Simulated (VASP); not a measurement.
# KGaH6 (Pm-3m) in VASP: notebook

Runs on KGaH6. Level: PBE. Tasks: relaxation of cell and atoms.

Everything below comes from runs of VASP 6.6.1. Logs are shortened: lines on timing, memory, paths and dates and some standing lists are left out, and cuts for length are marked.

### Step 1. The cell of the first run

The structure is cubic, space group Pm-3m (No. 221). Conventional cell: a = 6.081 Å, b = 6.081 Å, c = 6.081 Å, α = 90.00°, β = 90.00°, γ = 90.00°. K (site symmetry m-3m) has 12 H at 2.67 to 3.41 Å within 3.5 Å. Within 5.7 Å of Ga (site symmetry m-3m) lie 24 H at 4.32 Å and 8 K at 5.27 Å. Within 1.0 Å of H (site symmetry 4mm) lie 1 H at 0.75 Å.

The cell was built from a structure type or drawn by symmetry, and may not be a known phase.

### Step 2. Relaxation of cell and atoms, PBE

Contents of INCAR:

```
SYSTEM = KGaH6
ALGO     = Normal         ! electronic algorithm
EDIFF    = 1E-6           ! SCF threshold, eV
EDIFFG   = -0.01          ! ionic threshold
ENCUT    = 600            ! plane-wave cutoff, eV
GGA      = PE             ! functional
IBRION   = 2              ! ionic algorithm
ISIF     = 3              ! what is computed and relaxed
ISMEAR   = 0              ! smearing method
LASPH    = .True.         ! aspherical terms in the spheres
LCHARG   = .False.        ! write CHGCAR
LREAL    = .False.        ! projectors in reciprocal space
LWAVE    = .False.        ! write WAVECAR
NELM     = 100            ! most SCF steps
NSW      = 100            ! ionic steps
PREC     = Accurate       ! precision mode
SIGMA    = 0.1            ! smearing width, eV
```

Contents of KPOINTS:

```
k-points
0
Gamma
  6 6 6
  0 0 0
```

Contents of POSCAR:

```
KGaH6
1.0
    6.0805848648      0.0000000000      0.0000000000
    0.0000000000      6.0805848648      0.0000000000
    0.0000000000      0.0000000000      6.0805848648
K Ga H
1 1 6
Direct
    0.0000000000      0.0000000000      0.0000000000
    0.5000000000      0.5000000000      0.5000000000
    0.5614650532      0.0000000000      0.0000000000
    0.4385349468      0.0000000000      0.0000000000
    0.0000000000      0.5614650532      0.0000000000
    0.0000000000      0.4385349468      0.0000000000
    0.0000000000      0.0000000000      0.5614650532
    0.0000000000      0.0000000000      0.4385349468
```

Potentials or basis: VASP PAW PBE potentials, release 64 (K_sv, Ga_d, H).

Run with:

```
cat potpaw_PBE.64/K_sv/POTCAR potpaw_PBE.64/Ga_d/POTCAR potpaw_PBE.64/H/POTCAR > POTCAR
mpirun -np 1 vasp_std > vasp.out
```

OUTCAR:

```text
SYSTEM = KGaH6
   EDIFF = 1E-6
   EDIFFG = -0.01
   ENCUT = 600
   GGA = PE
   IBRION = 2
   ISIF = 3
   ISMEAR = 0
   LASPH = .True.
   LREAL = .False.
   NELM = 100
   NSW = 100
   PREC = Accurate

 ion  position               nearest neighbor table
   1  0.000  0.000  0.000-
   2  0.500  0.500  0.500-
   3  0.561  0.000  0.000-   4 0.75
   4  0.439  0.000  0.000-   3 0.75
   5  0.000  0.561  0.000-   6 0.75
   6  0.000  0.439  0.000-   5 0.75
   7  0.000  0.000  0.561-   8 0.75
   8  0.000  0.000  0.439-   7 0.75

  LATTYP: Found a simple cubic cell.
 ALAT       =     6.0805848648

  Lattice vectors:

 A1 = (   6.0805848648,   0.0000000000,   0.0000000000)
 A2 = (   0.0000000000,   6.0805848648,   0.0000000000)
 A3 = (   0.0000000000,   0.0000000000,   6.0805848648)

Analysis of symmetry for initial positions (statically):
=====================================================================
 Subroutine PRICEL returns:
 Original cell was already a primitive cell.

 Routine SETGRP: Setting up the symmetry group for a
 simple cubic supercell.

 Subroutine GETGRP returns: Found 48 space group operations
 (whereof 48 operations were pure point group operations)
 out of a pool of 48 trial point group operations.

The static configuration has the point symmetry O_h .

Analysis of symmetry for dynamics (positions and initial velocities):
=====================================================================
 Subroutine PRICEL returns:
 Original cell was already a primitive cell.

 Routine SETGRP: Setting up the symmetry group for a
 simple cubic supercell.

 Subroutine GETGRP returns: Found 48 space group operations
 (whereof 48 operations were pure point group operations)
 out of a pool of 48 trial point group operations.

The dynamic configuration has the point symmetry O_h .

 Subroutine INISYM returns: Found 48 space group operations
 (whereof 48 operations are pure point group operations),
 and found     1 'primitive' translations

----------------------------------------------------------------------------------------

                                     Primitive cell

  volume of cell :     224.8206

  direct lattice vectors                    reciprocal lattice vectors
     6.080584865  0.000000000  0.000000000     0.164457864  0.000000000  0.000000000
     0.000000000  6.080584865  0.000000000     0.000000000  0.164457864  0.000000000
     0.000000000  0.000000000  6.080584865     0.000000000  0.000000000  0.164457864

  length of vectors
     6.080584865  6.080584865  6.080584865     0.164457864  0.164457864  0.164457864

  position of ions in fractional coordinates (direct lattice)
     0.000000000  0.000000000  0.000000000
     0.500000000  0.500000000  0.500000000
     0.561465053  0.000000000  0.000000000
     0.438534947  0.000000000  0.000000000
     0.000000000  0.561465053  0.000000000
     0.000000000  0.438534947  0.000000000
     0.000000000  0.000000000  0.561465053
     0.000000000  0.000000000  0.438534947

  ion indices of the primitive-cell ions
   primitive index   ion index
                 1           1
                 2           2
                 3           3
                 4           4
                 5           5
                 6           6
                 7           7
                 8           8

----------------------------------------------------------------------------------------

 KPOINTS: k-points

Automatic generation of k-mesh.
 Grid dimensions read from file:
 generate k-points for:    6    6    6

 Generating k-lattice:

  Cartesian coordinates                     Fractional coordinates (reciprocal lattice)
     0.027409644  0.000000000  0.000000000     0.166666667  0.000000000  0.000000000
     0.000000000  0.027409644  0.000000000     0.000000000  0.166666667  0.000000000
     0.000000000  0.000000000  0.027409644     0.000000000  0.000000000  0.166666667

  Length of vectors
     0.027409644  0.027409644  0.027409644

  Shift w.r.t. Gamma in fractional coordinates (k-lattice)
     0.000000000  0.000000000  0.000000000

 Subroutine IBZKPT returns following result:
 ===========================================

 Found     20 irreducible k-points:

 Following reciprocal coordinates:
            Coordinates               Weight
  0.000000  0.000000  0.000000      1.000000
  0.166667  0.000000  0.000000      6.000000
  0.333333  0.000000  0.000000      6.000000
  0.500000  0.000000  0.000000      3.000000
  0.166667  0.166667  0.000000     12.000000
  0.333333  0.166667  0.000000     24.000000
[... 12 lines left out ...]
  0.500000  0.500000  0.333333      6.000000
  0.500000  0.500000  0.500000      1.000000
   k-points           NKPTS =     20   k-points in BZ     NKDIM =     20   number of bands    NBANDS=     19
   number of dos      NEDOS =    301   number of ions     NIONS =      8
   total plane-waves  NPLWV = 125000
   dimension x,y,z NGX =    50 NGY =   50 NGZ =   50
   dimension x,y,z NGXF=   100 NGYF=  100 NGZF=  100
   ions per type =               1   1   6
   NGX,Y,Z   is equivalent  to a cutoff of  13.67, 13.67, 13.67 a.u.
   NGXF,Y,Z  is equivalent  to a cutoff of  27.34, 27.34, 27.34 a.u.
 SYSTEM =  KGaH6
   PREC   = accura    normal or accurate (medium, high low for compatibility)
   ISTART =      0    job   : 0-new  1-cont  2-samecut
   ICHARG =      2    charge: 1-file 2-atom 10-const
   ISPIN  =      1    spin polarized calculation?
   LNONCOLLINEAR =      F non collinear calculations
   LSORBIT =      F    spin-orbit coupling
   LASPH  =      T    aspherical Exc in radial PAW
   ENCUT  =  600.0 eV  44.10 Ry    6.64 a.u.  12.14 12.14 12.14*2*pi/ulx,y,z
   NELM   =    100;   NELMIN=  2; NELMDL= -5     # of ELM steps
   EDIFF  = 0.1E-05   stopping-criterion for ELM
   LREAL  =      F    real-space projection
   EDIFFG = -.1E-01   stopping-criterion for IOM
   NSW    =    100    number of steps for IOM
   IBRION =      2    ionic relax: 0-MD 1-quasi-New 2-CG
   NFREE  =      1    steps in history (QN), initial steepest desc. (CG)
   ISIF   =      3    stress and relaxation
   ISYM   =      2    0-nonsym 1-usesym 2-fastsym
   POTIM  = 0.5000    time-step for ionic-motion
   TEBEG  =    0.0;   TEEND  =   0.0 temperature during run
   PSTRESS=    0.0 pullay stress
   NELECT =      28.0000    total number of electrons
   NUPDOWN=      -1.0000    fix difference up-down
   EMIN   =  10.00;   EMAX   =-10.00  energy-range for DOS
   EFERMI =   0.00;   METHOD = LEGACY
   ISMEAR =     0;   SIGMA  =   0.10  broadening in eV -4-tet -1-fermi 0-gaus
   EFERMI_NEDOS =   21; number of points for ismear=-14 and -15
   IALGO  =     38    algorithm
   IMIX   =      4    mixing-type and parameters
     AMIX     =   0.40;   BMIX     =  1.00
     AMIX_MAG =   1.60;   BMIX_MAG =  1.00
  volume/ion in A,a.u.               =      28.10       189.65
  Fermi-wavevector in a.u.,A,eV,Ry     =   0.817552  1.544950  9.094020  0.668392
  Thomas-Fermi vector in A             =   1.928020
   LORBIT       =      0    0 simple, 1 ext, 2 COOP (PROOUT), +10 PAW based schemes
   GGA     = PE    functional components
   LHFCALC =     F    Hartree Fock is set to
   AEXX    =    0.0000 exact exchange contribution
   IVDW    =     0    specifies the selected vdW correction
   LEPSILON=     F    determine dielectric tensor
   LRPA    =     F    only Hartree local field effects (RPA)
 conjugate gradient relaxation of ions
 non-spin polarized calculation
 Gauss-broadening in eV      SIGMA  =   0.10
  energy-cutoff  :      600.00
  volume of cell :      224.82
 maximum number of plane-waves:      7568
 NGX is ok and might be reduce to    50
   NGX = 25   NGY = 25   NGZ = 25

--------------------------------------- Ionic step        1  -------------------------------------------

 number of electron      27.9999996 magnetization

 Free energy of the ion-electron system (eV)
  ---------------------------------------------------
  ext. energy  EPLUGINS =         0.00000000
  ---------------------------------------------------
  free energy    TOTEN  =       -21.13413652 eV

  energy without entropy =      -21.07431140  energy(sigma->0) =      -21.10422396

------------------------ aborting loop because EDIFF is reached ----------------------------------------

  FORCE on cell =-STRESS in cart. coord.  units (eV):
  Direction    XX          YY          ZZ          XY          YZ          ZX
  --------------------------------------------------------------------------------------
  -------------------------------------------------------------------------------------
  Total        0.0118818      0.0118818      0.0118818      0.0000000      0.0000000      0.0000000
  in kB        0.0846754      0.0846754      0.0846754      0.0000000      0.0000000      0.0000000
  external PRESSURE =       0.0846754 kB  Pullay stress =       0.0000000 kB
[... 69 lines left out ...]
  energy  without entropy=      -21.0743603796  energy(sigma->0) =      -21.10423243

--------------------------------------- Ionic step        3  -------------------------------------------

 number of electron      27.9999996 magnetization

 Free energy of the ion-electron system (eV)
  ---------------------------------------------------
  ext. energy  EPLUGINS =         0.00000000
  ---------------------------------------------------
  free energy    TOTEN  =       -21.13414999 eV

  energy without entropy =      -21.07435511  energy(sigma->0) =      -21.10425255

 E-fermi :  -0.3053     XC(G=0):  -5.3774

 val. band max:       -0.3082716969   @ k =   0.3333   0.1667   0.1667
 cond. band min:      -0.3017261202   @ k =   0.3333   0.3333   0.3333
 fundamental gap:      0.0065455767
 Fermi energy:        -0.3053010968

 k-point     1 :       0.0000    0.0000    0.0000
  band No.  band energies     occupation
      1     -33.6615      2.00000
      2     -17.1428      2.00000
      3     -17.1428      2.00000
      4     -17.1428      2.00000
      5     -16.0144      2.00000
      6     -16.0144      2.00000
[... 11 lines left out ...]
     18       2.2889      0.00000
     19       2.2889      0.00000
[... 451 lines left out ...]
  FREE ENERGIE OF THE ION-ELECTRON SYSTEM (eV)
  ---------------------------------------------------
  free  energy   TOTEN  =       -21.1341499907 eV

  energy  without entropy=      -21.0743551072  energy(sigma->0) =      -21.10425255

 reached required accuracy - stopping structural energy minimisation
```

Wall time 1.7 min (1 thread of AMD EPYC 9R45 (Zen 5), shared host); peak memory 0.4 GiB.

Results:

```
Free energy               : -21.1341 eV
Energy gained by relaxing : 0.0 meV/atom
Ionic steps               : 3
Pressure after relaxing   : 0.0 GPa
Band gap on the k mesh    : zero (bands 14 and 15 overlap by 0.61 eV)
```

Final structure:
```
K Ga H
1.0
     6.08074    0.00000    0.00000
     0.00000    6.08074    0.00000
     0.00000    0.00000    6.08074
K Ga H
1 1 6
Direct
  0.00000 0.00000 0.00000
  0.50000 0.50000 0.50000
  0.56142 0.00000 0.00000
  0.43858 0.00000 0.00000
  0.00000 0.56142 0.00000
  0.00000 0.43858 0.00000
  0.00000 0.00000 0.56142
  0.00000 0.00000 0.43858
```

### Step 3. Relaxation of cell and atoms, PBE

This run uses another cell than the first one, of 25.61 Å³/atom.

Contents of INCAR:

```
SYSTEM = KGaH6
PREC = Accurate ; ENCUT = 600
EDIFF = 1E-6 ; ISMEAR = 0
SIGMA = 0.1 ; LREAL = .False.
LASPH = .True. ; NELM = 100
ALGO = Normal ; ISIF = 3
LWAVE = .False. ; LCHARG = .False.
GGA = PE ; IBRION = 2
NSW = 100 ; EDIFFG = -0.01
```

Contents of KPOINTS:

```
Automatic mesh
0
Gamma
  6 6 6
  0 0 0
```

Contents of POSCAR:

```
KGaH6
1.0
    5.8953936023      0.0000000000      0.0000000000
    0.0000000000      5.8953936023      0.0000000000
    0.0000000000      0.0000000000      5.8953936023
K Ga H
1 1 6
Direct
    0.0000000000      0.0000000000      0.0000000000
    0.5000000000      0.5000000000      0.5000000000
    0.5632342671      0.0000000000      0.0000000000
    0.4367657329      0.0000000000      0.0000000000
    0.0000000000      0.5632342671      0.0000000000
    0.0000000000      0.4367657329      0.0000000000
    0.0000000000      0.0000000000      0.5632342671
    0.0000000000      0.0000000000      0.4367657329
```

Potentials or basis: VASP PAW PBE potentials, release 64 (K_sv, Ga_d, H).

Run with:

```
cat potpaw_PBE.64/K_sv/POTCAR potpaw_PBE.64/Ga_d/POTCAR potpaw_PBE.64/H/POTCAR > POTCAR
mpirun -np 1 vasp_std > vasp.out
```

Wall time 6.2 min (1 thread of AMD EPYC 9R45 (Zen 5), shared host); peak memory 0.38 GiB.

Results (log left out):

```yaml
Free_energy: -21.1304 eV
Relaxed_volume: 28.17 Å³/atom
Relaxed_cell: a = 6.086 Å, b = 6.086 Å, c = 6.086 Å, α = 90.00°, β = 90.00°, γ = 90.00°
Space_group_after_relaxing_to_0.1_Å: Pm-3m (No. 221)
Energy_gained_by_relaxing: 1.1 meV/atom
Ionic_steps: 11
Pressure_after_relaxing: 0.0 GPa
Band_gap_on_the_k_mesh: zero (bands 14 and 15 overlap by 0.61 eV)
```

The path:
```csv
step,energy change (eV),largest force (eV/Å),pressure (GPa),volume (Å³)
1,0.0000,0.0626,0.12,204.90
2,-0.0001,0.1215,0.20,205.47
3,-0.0004,0.0324,0.17,205.20
4,-0.0012,0.0326,0.15,206.06
5,-0.0032,0.0333,0.11,208.65
6,-0.0063,0.0352,0.09,213.90
7,-0.0088,0.0393,0.03,224.67
8,-0.0087,0.0393,-0.01,226.69
9,-0.0088,0.0395,0.02,225.34
10,-0.0002,0.4185,-0.19,225.70
11,-0.0088,0.0002,0.00,225.37
```

Final structure:
```
K Ga H
1.0
     6.08553    0.00000    0.00000
     0.00000    6.08553    0.00000
     0.00000    0.00000    6.08553
K Ga H
1 1 6
Direct
  0.00000 0.00000 0.00000
  0.50000 0.50000 0.50000
  0.56139 0.00000 0.00000
  0.43861 0.00000 0.00000
  0.00000 0.56139 0.00000
  0.00000 0.43861 0.00000
  0.00000 0.00000 0.56139
  0.00000 0.00000 0.43861
```

Levels at points of the mesh, in eV from the Fermi level:
```tsv
k point	band 12	band 13	band 14	band 15	band 16	band 17
(0.00, 0.00, 0.00)	-8.72	-5.64	0.33	0.33	0.33	2.09
(0.50, 0.00, 0.00)	-8.71	-5.66	-0.11	0.61	0.61	1.33
(0.50, 0.50, 0.00)	-8.71	-5.64	-0.03	-0.03	0.21	0.88
(0.50, 0.50, 0.50)	-8.70	-5.59	-0.27	-0.27	-0.27	-0.21
```
